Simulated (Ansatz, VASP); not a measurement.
**One calculation of PbS, two programs**

Contents of INCAR:

```
  PREC = Accurate
  ENCUT = 520
  EDIFF = 1E-8
  ISMEAR = -1
  SIGMA = 0.01
  LREAL = F
  LASPH = T
  NELM = 60
  ALGO = Normal
  ISIF = 2
  LWAVE = F
  LCHARG = F
  GGA = CA
  LEFG = T
  NBANDS = 17
```

The input KPOINTS:

```
Automatic mesh
0
Gamma
  8 8 8
```

POSCAR

```
PbS
1.0
    0.0000000000      3.0136151980      3.0136151980
    3.0136151980      0.0000000000      3.0136151980
    3.0136151980      3.0136151980      0.0000000000
Pb S
1 1
Direct
    0.0000000000      0.0000000000      0.0000000000
    0.5000000000      0.5000000000      0.5000000000
```

Input for Ansatz:

```yaml
crystal:
  lattice:
    - [0.0, 3.013615198, 3.013615198]
    - [3.013615198, 0.0, 3.013615198]
    - [3.013615198, 3.013615198, 0.0]
  atoms:
    - { symbol: Pb, position: [0.0, 0.0, 0.0] }
    - { symbol: S, position: [0.5, 0.5, 0.5] }
kpoints:
  mp_grid: { grid: [8, 8, 8] }
scf:
  occupations: { method: fermi_dirac, width: 0.01 }
hamiltonian:
  xc: lda
  pseudopotentials: { kind: paw }
output:
  forces: true
  stress: true
  eigenvalues: true
  efg: { contact_densities: true }
  write_density: true
  write_potential: true
  elf: true
  volumetric_format: npy
```

Change from the starting cell: volume scaled by 1.05, PAW files.

Alike in both runs: task electric field gradients; functional LDA; k mesh 8 × 8 × 8; occupations fermi-dirac, width 0.01 eV; no spin polarisation.

```csv
,VASP,Ansatz
version,VASP 6.6.1,Ansatz 0.2.0
potentials or method,"VASP PAW LDA potentials, release 64 (Pb_d, S)","PAW with Ansatz's default frozen-core files, scalar-relativistic"
plane-wave cutoff (eV),520,420
valence electrons in the cell,20,20
```

```tsv
	VASP	Ansatz	Ansatz less VASP
gap on the k mesh at the Fermi level (eV)	0.37	0.39	+0.021
pressure (GPa)	-4.9	-4.9	-0.04
```

LDA's correlation is that of Perdew and Zunger in VASP and of Perdew and Wang (1992) in Ansatz.

Neither program's run includes spin-orbit coupling.
